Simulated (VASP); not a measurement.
# Bi (Fd-3m) in VASP: a series of runs, part 2 of 2

VASP 6.6.1. Earlier steps stand in the parts before.

### 3 Single point, LDA (44.91 Å³/atom)

This run uses another cell than the first one, of 44.91 Å³/atom.

INCAR

```
SYSTEM = Bi
PREC = Accurate
ENCUT = 520
EDIFF = 1E-6
ISMEAR = -1
SIGMA = 0.1
LREAL = .False.
LASPH = .True.
NELM = 100
ALGO = Normal
ISIF = 2
LWAVE = .False.
LCHARG = .False.
GGA = CA
NBANDS = 22
```

KPOINTS

```
Automatic mesh
0
Gamma
  9 9 9
  0 0 0
```

POSCAR

```
Bi
1.0
    0.0000000000      3.5544524149      3.5544524149
    3.5544524149      0.0000000000      3.5544524149
    3.5544524149      3.5544524149      0.0000000000
Bi
2
Direct
    0.1250000000      0.1250000000      0.1250000000
    0.8750000000      0.8750000000      0.8750000000
```

Potentials or basis: VASP PAW LDA potentials, release 64 (Bi_d).

On the command line:

```bash
cat potpaw_LDA.64/Bi_d/POTCAR > POTCAR
mpirun -np 1 vasp_std > vasp.out
```

It took 2.1 min on 1 thread of Intel Xeon 8259CL, shared host; peak memory 0.18 GiB.

It converged, with:

```yaml
Free_energy: -8.5481 eV
Pressure: 0.0 GPa
Band_gap_on_the_k_mesh: zero (bands 15 and 16 overlap by 0.71 eV)
```

Levels at points of the mesh, in eV from the Fermi level:
| k point | band 11 | band 12 | band 13 | band 14 | band 15 | band 16 | band 17 | band 18 | band 19 | band 20 |
| --- | --- | --- | --- | --- | --- | --- | --- | --- | --- | --- |
| (0.00, 0.00, 0.00) | -12.74 | -7.58 | -1.31 | -1.31 | -1.31 | 0.91 | 0.91 | 0.91 | 3.25 | 7.13 |

Caveat: spin-orbit coupling is left out, which moves the levels of the heavy elements.

### 4 Single point, LDA (46.70 Å³/atom)

This run uses another cell than the first one, of 46.70 Å³/atom.

INCAR

```
SYSTEM = Bi
PREC = Accurate ; ENCUT = 520
EDIFF = 1E-6 ; ISMEAR = -1
SIGMA = 0.1 ; LREAL = .False.
LASPH = .True. ; NELM = 100
ALGO = Normal ; ISIF = 2
LWAVE = .False. ; LCHARG = .False.
GGA = CA ; NBANDS = 22
```

KPOINTS

```
regular mesh
0
Gamma
  9 9 9
  0 0 0
```

POSCAR

```
Bi
1.0
    0.0000000000      3.6012268896      3.6012268896
    3.6012268896      0.0000000000      3.6012268896
    3.6012268896      3.6012268896      0.0000000000
Bi
2
Direct
    0.1250000000      0.1250000000      0.1250000000
    0.8750000000      0.8750000000      0.8750000000
```

Potentials or basis: VASP PAW LDA potentials, release 64 (Bi_d).

On the command line:

```bash
cat potpaw_LDA.64/Bi_d/POTCAR > POTCAR
mpirun -np 1 vasp_std > vasp.out
```

OUTCAR:

```text
SYSTEM = Bi
   PREC = Accurate
   ENCUT = 520
   EDIFF = 1E-6
   ISMEAR = -1
   LREAL = .False.
   LASPH = .True.
   NELM = 100
   ISIF = 2
   GGA = CA

 ion  position               nearest neighbor table
   1  0.125  0.125  0.125-   2 3.12   2 3.12   2 3.12   2 3.12
   2  0.875  0.875  0.875-   1 3.12   1 3.12   1 3.12   1 3.12

  LATTYP: Found a face centered cubic cell.
 ALAT       =     7.2024537792

  Lattice vectors:

[... 788 lines left out ...]

------------------------ aborting loop because EDIFF is reached ----------------------------------------

  FORCE on cell =-STRESS in cart. coord.  units (eV):
  Direction    XX          YY          ZZ          XY          YZ          ZX
  --------------------------------------------------------------------------------------
  -------------------------------------------------------------------------------------
  Total       -0.7416967     -0.7416967     -0.7416967      0.0000000      0.0000000     -0.0000000
  in kB      -12.7220026    -12.7220026    -12.7220026      0.0000000      0.0000000     -0.0000000
  external PRESSURE =     -12.7220026 kB  Pullay stress =       0.0000000 kB

 VOLUME and BASIS-vectors are now :
 -----------------------------------------------------------------------------
  energy-cutoff  :      520.00
  volume of cell :       93.41
      direct lattice vectors                 reciprocal lattice vectors
     0.000000000  3.601226890  3.601226890    -0.138841571  0.138841571  0.138841571
     3.601226890  0.000000000  3.601226890     0.138841571 -0.138841571  0.138841571
     3.601226890  3.601226890  0.000000000     0.138841571  0.138841571 -0.138841571

 POSITION                                       TOTAL-FORCE (eV/Angst)
 -----------------------------------------------------------------------------------
      0.90031      0.90031      0.90031         0.000000      0.000000      0.000000
      6.30215      6.30215      6.30215        -0.000000     -0.000000     -0.000000
 -----------------------------------------------------------------------------------
    total drift:                                0.000000      0.000000     -0.000000

  FREE ENERGIE OF THE ION-ELECTRON SYSTEM (eV)
  ---------------------------------------------------
  free  energy   TOTEN  =        -8.5339922354 eV

  energy  without entropy=       -8.4954689493  energy(sigma->0) =       -8.51473059
```

stdout:

```text
POSCAR found type information on POSCAR Bi
 POSCAR found :  1 types and       2 ions
 scaLAPACK will be used
 LDA part: xc-table for (Slater(with rela. corr.)+CA(PZ))
 , standard interpolation
 POSCAR, INCAR and KPOINTS ok, starting setup
 FFT: planning ... GRIDC
 FFT: planning ... GRID_SOFT
 FFT: planning ... GRID
 WAVECAR not read
 entering main loop
```

It took 2.5 min on 1 thread of Intel Xeon 8259CL, shared host; peak memory 0.19 GiB.

What came out:

| Item | Value |
| --- | --- |
| Free energy | -8.5340 eV |
| Pressure | -1.3 GPa |
| Band gap on the k mesh | zero (bands 15 and 16 overlap by 0.64 eV) |

Caveat: spin-orbit coupling is left out, which moves the levels of the heavy elements.

### 5 Single point, LDA (48.50 Å³/atom)

This run uses another cell than the first one, of 48.50 Å³/atom.

INCAR

```
SYSTEM = Bi
ALGO = Normal
EDIFF = 1E-7
ENCUT = 520
ISIF = 2
ISMEAR = -1
LASPH = .TRUE.
LCHARG = .FALSE.
LREAL = .FALSE.
LWAVE = .FALSE.
NBANDS = 22
NELM = 60
PREC = Accurate
SIGMA = 0.1
```

KPOINTS

```
k-points
0
G
  9 9 9
  0 0 0
```

POSCAR

```
Bi
1.0
    0.0000000000      3.6468168798      3.6468168798
    3.6468168798      0.0000000000      3.6468168798
    3.6468168798      3.6468168798      0.0000000000
Bi
2
Direct
    0.1250000000      0.1250000000      0.1250000000
    0.8750000000      0.8750000000      0.8750000000
```

On the command line:

```bash
cat potpaw_LDA.64/Bi_d/POTCAR > POTCAR
mpirun -np 1 vasp_std > vasp.out
```

Run time: 2.6 min. Hardware: 1 thread of Intel Xeon 8259CL, shared host; peak memory 0.19 GiB.

The run converged. Its results:

| Item | Value |
| --- | --- |
| Free energy | -8.4944 eV |
| Pressure | -2.3 GPa |
| Band gap on the k mesh | zero (bands 15 and 16 overlap by 0.58 eV) |

Levels at points of the mesh, in eV from the Fermi level:
| k point | band 11 | band 12 | band 13 | band 14 | band 15 | band 16 | band 17 | band 18 | band 19 | band 20 |
| --- | --- | --- | --- | --- | --- | --- | --- | --- | --- | --- |
| (0.00, 0.00, 0.00) | -12.34 | -7.86 | -1.23 | -1.23 | -1.23 | 0.92 | 0.92 | 0.92 | 3.25 | 6.99 |

Caveat: spin-orbit coupling is left out, which moves the levels of the heavy elements.

### 6 Single point, LDA (50.30 Å³/atom)

This run uses another cell than the first one, of 50.30 Å³/atom.

INCAR

```
PREC = Accurate ; ENCUT = 520
EDIFF = 1E-6 ; ISMEAR = -1
SIGMA = 0.1 ; LREAL = F
LASPH = T ; NELM = 100
ALGO = Normal ; ISIF = 2
LWAVE = F ; LCHARG = F
NBANDS = 22
```

KPOINTS

```
regular mesh
0
Gamma
  9 9 9
```

POSCAR

```
Bi
1.0
    0.0000000000      3.6912946399      3.6912946399
    3.6912946399      0.0000000000      3.6912946399
    3.6912946399      3.6912946399      0.0000000000
Bi
2
Direct
    0.1250000000      0.1250000000      0.1250000000
    0.8750000000      0.8750000000      0.8750000000
```

Potentials or basis: VASP PAW LDA potentials, release 64 (Bi_d).

On the command line:

```bash
cat potpaw_LDA.64/Bi_d/POTCAR > POTCAR
mpirun -np 1 vasp_std > vasp.out
```

Run time: 2.8 min. Hardware: 1 thread of Intel Xeon 8259CL, shared host; peak memory 0.19 GiB.

It converged, with:

| Item | Value |
| --- | --- |
| Free energy | -8.4344 eV |
| Pressure | -3.1 GPa |
| Band gap on the k mesh | zero (bands 15 and 16 overlap by 0.53 eV) |

Levels at points of the mesh, in eV from the Fermi level:
```tsv
k point	band 12	band 13	band 14	band 15	band 16	band 17	band 18	band 19
(0.00, 0.00, 0.00)	-7.98	-1.19	-1.19	-1.19	0.92	0.92	0.92	3.25
```

Caveat: the cell stands under tension; spin-orbit coupling is left out, which moves the levels of the heavy elements.

### 7 Overview

```tsv
cell	gap on the mesh (eV)	pressure (GPa)
a = 4.959 Å, angles 60.0°, 2 atoms	none	1.5
a = 5.027 Å, angles 60.0°, 2 atoms	none	0.0
a = 5.093 Å, angles 60.0°, 2 atoms	none	-1.3
a = 5.157 Å, angles 60.0°, 2 atoms	none	-2.3
a = 5.220 Å, angles 60.0°, 2 atoms	none	-3.1
```

Alike in all rows: task single point; level LDA; potentials or basis VASP PAW LDA potentials, release 64 (Bi_d); no spin polarisation; k mesh 9 × 9 × 9; cutoff (eV) 520; smearing fermi-dirac 0.1 eV.

Caveats: spin-orbit coupling is left out, which moves the levels of the heavy elements; the cell stands under tension (at least some runs).

Total energies depend on the potentials used, so only differences within one code and one set of settings carry meaning.
